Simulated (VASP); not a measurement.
# N (P-1) in VASP: further runs

N is run at these levels: LDA; tasks: single point.

Everything below comes from runs of VASP 6.6.1. Logs are shortened: lines on timing, memory, paths and dates and some standing lists are left out, and cuts for length are marked.

## (1) The cell of the first run

The typed cell holds 8 atoms: a = 3.527 Å, b = 3.527 Å, c = 13.363 Å, α = 91.26°, β = 88.74°, γ = 60.00°.

## (2) Single point, LDA

Input file INCAR:

```
SYSTEM = N
PREC = Accurate
ENCUT = 520
EDIFF = 1E-6
ISMEAR = 0
SIGMA = 0.05
LREAL = .FALSE.
LASPH = .TRUE.
NELM = 60
ALGO = Normal
ISIF = 2
LWAVE = .FALSE.
LCHARG = .TRUE.
LELF = .TRUE.
LVHAR = .TRUE.
NBANDS = 30
```

Input file KPOINTS:

```
Automatic mesh
0
G
  7 7 2
  0 0 0
```

Input file POSCAR:

```
N
1.0
   -3.5269202438      0.0000000000      0.0000000000
   -1.7634601219     -3.0544025283      0.0000000000
   -0.2939100203      0.5090670880     13.3505029787
N
8
Direct
    0.1773938968      0.4892727698      0.9356366191
    0.2625998188      0.4040668479      0.4244010873
    0.1910520430      0.4756146237      0.8536877420
    0.2762579650      0.3904087017      0.3424522103
    0.6385361131      0.6947972202      0.1687833215
    0.5533301911      0.7800031422      0.6800188532
    0.6521942593      0.6811390741      0.0868344444
    0.5669883373      0.7663449960      0.5980699762
```

Potentials or basis: VASP PAW LDA potentials, release 64 (N).

On the command line:

```console
cat potpaw_LDA.64/N/POTCAR > POTCAR
mpirun -np 1 vasp_std > vasp.out
```

OUTCAR:

```text
SYSTEM = N
   PREC = Accurate
   ENCUT = 520
   EDIFF = 1E-6
   ISMEAR = 0
   LREAL = .FALSE.
   LASPH = .TRUE.
   NELM = 60
   ISIF = 2

 ion  position               nearest neighbor table
   1  0.177  0.489  0.936-   3 1.09
   2  0.263  0.404  0.424-   4 1.09
   3  0.191  0.476  0.854-   1 1.09
   4  0.276  0.390  0.342-   2 1.09
   5  0.639  0.695  0.169-   7 1.09
   6  0.553  0.780  0.680-   8 1.09
   7  0.652  0.681  0.087-   5 1.09
   8  0.567  0.766  0.598-   6 1.09

  LATTYP: Found a base centered monoclinic cell.
 ALAT       =     3.5269202438
 B/A-ratio  =     1.7320508076
 C/A-ratio  =     3.7889820551
 COS(beta)  =    -0.0439871882

  Lattice vectors:

 A1 = (  -1.7634601219,  -3.0544025283,   0.0000000000)
 A2 = (   3.5269202438,   0.0000000000,   0.0000000000)
 A3 = (  -0.2939100203,   0.5090670880,  13.3505029787)

Analysis of symmetry for initial positions (statically):
=====================================================================
 Subroutine PRICEL returns:
 Original cell was already a primitive cell.

 Routine SETGRP: Setting up the symmetry group for a
 base centered monoclinic supercell.

 Subroutine GETGRP returns: Found  2 space group operations
 (whereof  1 operations were pure point group operations)
 out of a pool of  4 trial point group operations.

The static configuration has the point symmetry C_1 .
 The point group associated with its full space group is S_2 .

Analysis of symmetry for dynamics (positions and initial velocities):
=====================================================================
 Subroutine PRICEL returns:
 Original cell was already a primitive cell.

 Routine SETGRP: Setting up the symmetry group for a
 base centered monoclinic supercell.

 Subroutine GETGRP returns: Found  2 space group operations
 (whereof  1 operations were pure point group operations)
 out of a pool of  4 trial point group operations.

The dynamic configuration has the point symmetry C_1 .
 The point group associated with its full space group is S_2 .

 Subroutine INISYM returns: Found  2 space group operations
 (whereof  1 operations are pure point group operations),
 and found     1 'primitive' translations

----------------------------------------------------------------------------------------

                                     Primitive cell

  volume of cell :     143.8201

  direct lattice vectors                    reciprocal lattice vectors
    -3.526920244  0.000000000  0.000000000    -0.283533488  0.163698136 -0.012483924
    -1.763460122 -3.054402528  0.000000000     0.000000000 -0.327396272  0.012483924
    -0.293910020  0.509067088 13.350502979     0.000000000  0.000000000  0.074903545

  length of vectors
     3.526920244  3.526920244 13.363437514     0.327634197  0.327634197  0.074903545

  position of ions in fractional coordinates (direct lattice)
     0.177393897  0.489272770  0.935636619
     0.262599819  0.404066848  0.424401087
     0.191052043  0.475614624  0.853687742
     0.276257965  0.390408702  0.342452210
     0.638536113  0.694797220  0.168783322
     0.553330191  0.780003142  0.680018853
     0.652194259  0.681139074  0.086834444
     0.566988337  0.766344996  0.598069976

  ion indices of the primitive-cell ions
   primitive index   ion index
                 1           1
                 2           2
                 3           3
                 4           4
                 5           5
                 6           6
                 7           7
                 8           8

----------------------------------------------------------------------------------------

 KPOINTS: Automatic mesh

Automatic generation of k-mesh.
 Grid dimensions read from file:
 generate k-points for:    7    7    2

 Generating k-lattice:

  Cartesian coordinates                     Fractional coordinates (reciprocal lattice)
    -0.040504784  0.023385448 -0.001783418     0.142857143  0.000000000  0.000000000
     0.000000000 -0.046770896  0.001783418     0.000000000  0.142857143  0.000000000
     0.000000000  0.000000000  0.037451772     0.000000000  0.000000000  0.500000000

  Length of vectors
     0.046804885  0.046804885  0.037451772

  Shift w.r.t. Gamma in fractional coordinates (k-lattice)
     0.000000000  0.000000000  0.000000000

 Subroutine IBZKPT returns following result:
 ===========================================

 Found     50 irreducible k-points:

 Following reciprocal coordinates:
            Coordinates               Weight
  0.000000  0.000000  0.000000      1.000000
  0.142857  0.000000  0.000000      2.000000
  0.000000  0.142857  0.000000      2.000000
  0.285714  0.000000 -0.000000      2.000000
  0.000000  0.285714  0.000000      2.000000
  0.428571  0.000000  0.000000      2.000000
[... 16 lines left out ...]
 -0.285714  0.285714  0.000000      2.000000
  0.428571  0.428571  0.000000      2.000000
 [... further k-points ...]
   k-points           NKPTS =     50   k-points in BZ     NKDIM =     50   number of bands    NBANDS=     30
   number of dos      NEDOS =    301   number of ions     NIONS =      8
   total plane-waves  NPLWV =  78400
   dimension x,y,z NGX =    28 NGY =   28 NGZ =  100
   dimension x,y,z NGXF=    56 NGYF=   56 NGZF=  200
   ions per type =               8
   NGX,Y,Z   is equivalent  to a cutoff of  13.20, 13.20, 12.44 a.u.
   NGXF,Y,Z  is equivalent  to a cutoff of  26.40, 26.40, 24.88 a.u.
 SYSTEM =  N
   PREC   = accura    normal or accurate (medium, high low for compatibility)
   ISTART =      0    job   : 0-new  1-cont  2-samecut
   ICHARG =      2    charge: 1-file 2-atom 10-const
   ISPIN  =      1    spin polarized calculation?
   LNONCOLLINEAR =      F non collinear calculations
   LSORBIT =      F    spin-orbit coupling
   LASPH  =      T    aspherical Exc in radial PAW
   ENCUT  =  520.0 eV  38.22 Ry    6.18 a.u.   6.56  6.56 24.85*2*pi/ulx,y,z
   NELM   =     60;   NELMIN=  2; NELMDL= -5     # of ELM steps
   EDIFF  = 0.1E-05   stopping-criterion for ELM
   LREAL  =      F    real-space projection
   EDIFFG = 0.1E-04   stopping-criterion for IOM
   NSW    =      0    number of steps for IOM
   IBRION =     -1    ionic relax: 0-MD 1-quasi-New 2-CG
   NFREE  =      0    steps in history (QN), initial steepest desc. (CG)
   ISIF   =      2    stress and relaxation
   ISYM   =      2    0-nonsym 1-usesym 2-fastsym
   POTIM  = 0.5000    time-step for ionic-motion
   TEBEG  =    0.0;   TEEND  =   0.0 temperature during run
   PSTRESS=    0.0 pullay stress
   NELECT =      40.0000    total number of electrons
   NUPDOWN=      -1.0000    fix difference up-down
   EMIN   =  10.00;   EMAX   =-10.00  energy-range for DOS
   EFERMI =   0.00;   METHOD = LEGACY
   ISMEAR =     0;   SIGMA  =   0.05  broadening in eV -4-tet -1-fermi 0-gaus
   EFERMI_NEDOS =   21; number of points for ismear=-14 and -15
   IALGO  =     38    algorithm
   IMIX   =      4    mixing-type and parameters
     AMIX     =   0.40;   BMIX     =  1.00
     AMIX_MAG =   1.60;   BMIX_MAG =  1.00
  volume/ion in A,a.u.               =      17.98       121.32
  Fermi-wavevector in a.u.,A,eV,Ry     =   1.068616  2.019391 15.537037  1.141940
  Thomas-Fermi vector in A             =   2.204270
   LORBIT       =      0    0 simple, 1 ext, 2 COOP (PROOUT), +10 PAW based schemes
   GGA     = CA    functional components
   LHFCALC =     F    Hartree Fock is set to
   AEXX    =    0.0000 exact exchange contribution
   IVDW    =     0    specifies the selected vdW correction
   LEPSILON=     F    determine dielectric tensor
   LRPA    =     F    only Hartree local field effects (RPA)
 non-spin polarized calculation
 Gauss-broadening in eV      SIGMA  =   0.05
  energy-cutoff  :      520.00
  volume of cell :      143.82
 maximum number of plane-waves:      3926
 NGX is ok and might be reduce to    28
   NGX = 13   NGY = 13   NGZ = 49

 number of electron      40.0000001 magnetization

 Free energy of the ion-electron system (eV)
  ---------------------------------------------------
  ext. energy  EPLUGINS =         0.00000000
  ---------------------------------------------------
  free energy    TOTEN  =       -70.25045365 eV

  energy without entropy =      -70.25045365  energy(sigma->0) =      -70.25045365

 E-fermi :  -4.7683     XC(G=0):  -7.9254

 val. band max:       -5.0606201662   @ k =   0.0000   0.1429   0.0000
 cond. band min:       0.9316747798   @ k =   0.1429  -0.4286  -0.0000
 fundamental gap:      5.9922949460
 Fermi energy:        -4.7682769694

 k-point     1 :       0.0000    0.0000    0.0000
  band No.  band energies     occupation
      1     -24.2238      2.00000
      2     -24.1886      2.00000
      3     -24.1771      2.00000
      4     -24.1483      2.00000
      5     -10.1199      2.00000
      6      -9.5494      2.00000
[... 22 lines left out ...]
     29       5.3562      0.00000
     30       5.3781      0.00000

 k-point     2 :       0.1429    0.0000    0.0000
  band No.  band energies     occupation
      1     -24.2041      2.00000
      2     -24.1720      2.00000
      3     -24.1612      2.00000
      4     -24.1355      2.00000
      5     -10.0051      2.00000
      6      -9.4846      2.00000
[... 22 lines left out ...]
     29       5.6811      0.00000
     30       5.7225      0.00000

 k-point     3 :       0.0000    0.1429    0.0000
  band No.  band energies     occupation
      1     -24.2052      2.00000
      2     -24.1721      2.00000
      3     -24.1609      2.00000
      4     -24.1346      2.00000
      5     -10.0213      2.00000
      6      -9.4837      2.00000
[... 22 lines left out ...]
     29       5.7028      0.00000
     30       5.7251      0.00000

 k-point     4 :       0.2857    0.0000   -0.0000
  band No.  band energies     occupation
      1     -24.1576      2.00000
      2     -24.1346      2.00000
      3     -24.1251      2.00000
      4     -24.1081      2.00000
      5      -9.7032      2.00000
      6      -9.3276      2.00000
[... 22 lines left out ...]
     29       6.3616      0.00000
     30       6.5082      0.00000

 k-point     5 :       0.0000    0.2857    0.0000
  band No.  band energies     occupation
      1     -24.1626      2.00000
      2     -24.1345      2.00000
      3     -24.1244      2.00000
      4     -24.1043      2.00000
      5      -9.7777      2.00000
      6      -9.3144      2.00000
[... 22 lines left out ...]
     29       6.3616      0.00000
     30       6.5498      0.00000
[... 526 lines left out ...]
     29       7.0628      0.00000
     30       7.9426      0.00000

 k-point    22 :       0.2857   -0.4286   -0.0000
  band No.  band energies     occupation
      1     -24.1084      2.00000
      2     -24.0891      2.00000
      3     -24.0854      2.00000
      4     -24.0766      2.00000
      5      -9.3758      2.00000
      6      -9.0092      2.00000
[... 22 lines left out ...]
     29       7.0138      0.00000
     30       7.9758      0.00000

 k-point    23 :      -0.2857    0.2857    0.0000
  band No.  band energies     occupation
      1     -24.1069      2.00000
      2     -24.0895      2.00000
      3     -24.0850      2.00000
      4     -24.0780      2.00000
      5      -9.3587      2.00000
      6      -9.0097      2.00000
[... 22 lines left out ...]
     29       7.0296      0.00000
     30       7.8875      0.00000

 k-point    24 :       0.4286    0.4286    0.0000
  band No.  band energies     occupation
      1     -24.1203      2.00000
      2     -24.1023      2.00000
      3     -24.0972      2.00000
      4     -24.0866      2.00000
      5      -9.4366      2.00000
      6      -9.1279      2.00000
[... 22 lines left out ...]
     29       6.8819      0.00000
     30       7.5368      0.00000

 [... further k-points ...]
[... 5 lines left out ...]
  --------------------------------------------------------------------------------------
  -------------------------------------------------------------------------------------
  Total        0.3556764     -0.1773990      7.4270529     -0.1428525     -0.2004000      0.4389972
  in kB        3.9622888     -1.9762512     82.7384841     -1.5913985     -2.2324864      4.8904952
  external PRESSURE =      28.2415072 kB  Pullay stress =       0.0000000 kB

 VOLUME and BASIS-vectors are now :
 -----------------------------------------------------------------------------
  energy-cutoff  :      520.00
  volume of cell :      143.82
      direct lattice vectors                 reciprocal lattice vectors
    -3.526920244  0.000000000  0.000000000    -0.283533488  0.163698136 -0.012483924
    -1.763460122 -3.054402528  0.000000000     0.000000000 -0.327396272  0.012483924
    -0.293910020  0.509067088 13.350502979     0.000000000  0.000000000  0.074903545

 POSITION                                       TOTAL-FORCE (eV/Angst)
 -----------------------------------------------------------------------------------
     -1.76346     -1.01813     12.49122        -0.355197      0.164897      1.284416
     -1.76346     -1.01813      5.66597         0.000276     -0.000411      1.530197
     -1.76346     -1.01813     11.39716         0.064620     -0.029409     -1.612613
     -1.76346     -1.01813      4.57191        -0.001081      0.001499     -1.529093
     -3.52692     -2.03627      2.25334        -0.064620      0.029409      1.612613
     -3.52692     -2.03627      9.07859         0.001081     -0.001499      1.529093
     -3.52692     -2.03627      1.15928         0.355197     -0.164897     -1.284416
     -3.52692     -2.03627      7.98453        -0.000276      0.000411     -1.530197
 -----------------------------------------------------------------------------------
    total drift:                               -0.000005      0.000009      0.000057

  FREE ENERGIE OF THE ION-ELECTRON SYSTEM (eV)
  ---------------------------------------------------
  free  energy   TOTEN  =       -70.2504536530 eV

  energy  without entropy=      -70.2504536530  energy(sigma->0) =      -70.25045365
```

Wall time 1.8 min (1 thread of Intel Xeon 6975P-C (Granite Rapids), shared host); peak memory 0.28 GiB.

What came out:

```
Free energy            : -70.2505 eV
Pressure               : 2.8 GPa
Largest force          : 1.614 eV/Å
Band gap on the k mesh : 5.99 eV (least direct gap 6.11 eV)
```

Forces on the atoms (eV/Å):
```
N   -0.355  0.165  1.284
N    0.000  0.000  1.530
N    0.065 -0.029 -1.613
N   -0.001  0.001 -1.529
N   -0.065  0.029  1.613
N    0.001 -0.001  1.529
N    0.355 -0.165 -1.284
N    0.000  0.000 -1.530
```

Caveat: the standard files for N, O and F lose accuracy on very short bonds; an odd mesh through Γ misses points on the zone boundary, where band edges can lie; forces of over 1 eV/Å act on the atoms, so gaps and moduli don't describe the material at rest.

## (3) Single point, LDA

Input file INCAR:

```
  PREC = Accurate
  ENCUT = 520
  EDIFF = 1E-7
  ISMEAR = 0
  SIGMA = 0.05
  LREAL = False
  LASPH = True
  NELM = 60
  ALGO = Normal
  ISIF = 2
  LWAVE = False
  LCHARG = False
  GGA = CA
  NBANDS = 30
```

Input file KPOINTS:

```
regular mesh
0
Gamma
  7 7 2
```

Input file POSCAR:

```
N
1.0
   -3.5269202438      0.0000000000      0.0000000000
   -1.7634601219     -3.0544025283      0.0000000000
   -0.5878200406      1.0181341761     13.3505029787
N
8
Direct
    0.0214544603      0.6452122064      0.9356366191
    0.1918663042      0.4748003624      0.4244010873
    0.0487707527      0.6178959140      0.8536877420
    0.2191825966      0.4474840701      0.3424522103
    0.6104055595      0.7229277738      0.1687833215
    0.4399937156      0.8933396177      0.6800188532
    0.6377218519      0.6956114815      0.0868344444
    0.4673100079      0.8660233254      0.5980699762
```

Potentials or basis: VASP PAW LDA potentials, release 64 (N).

On the command line:

```console
cat potpaw_LDA.64/N/POTCAR > POTCAR
mpirun -np 1 vasp_std > vasp.out
```

Run time: 2.3 min. Hardware: 1 thread of Intel Xeon 6975P-C (Granite Rapids), shared host; peak memory 0.29 GiB.

The run converged. Its results:

| Property | Result |
| --- | --- |
| Free energy | -70.0398 eV |
| Pressure | 3.5 GPa |
| Largest force | 1.733 eV/Å |
| Band gap on the k mesh | 5.65 eV |

Forces in eV/Å, atoms in the order of the input:
```
N   -0.977 -0.002  0.756
N    0.001 -0.001  1.532
N    0.185  0.002 -1.723
N   -0.002  0.002 -1.532
N   -0.185 -0.002  1.723
N    0.002 -0.002  1.532
N    0.977  0.002 -0.756
N   -0.001  0.001 -1.532
```

Stress tensor (GPa, compression positive):
```
 0.78  0.00  1.32
 0.00 -0.31  0.01
 1.32  0.01  9.97
```

Levels at points of the mesh, in eV from the valence-band top:
| k point | band 17 | band 18 | band 19 | band 20 | band 21 | band 22 | band 23 | band 24 |
| --- | --- | --- | --- | --- | --- | --- | --- | --- |
| (0.00, 0.00, 0.00) | -2.28 | -1.31 | -0.98 | -0.07 | 7.24 | 7.33 | 7.47 | 7.57 |
| (0.00, 0.00, 0.50) | -2.12 | -1.83 | -0.68 | -0.14 | 7.27 | 7.30 | 7.47 | 7.59 |

Caveat: the standard files for N, O and F lose accuracy on very short bonds; the cell stands under pressure; an odd mesh through Γ misses points on the zone boundary, where band edges can lie; forces of over 1 eV/Å act on the atoms, so gaps and moduli don't describe the material at rest.
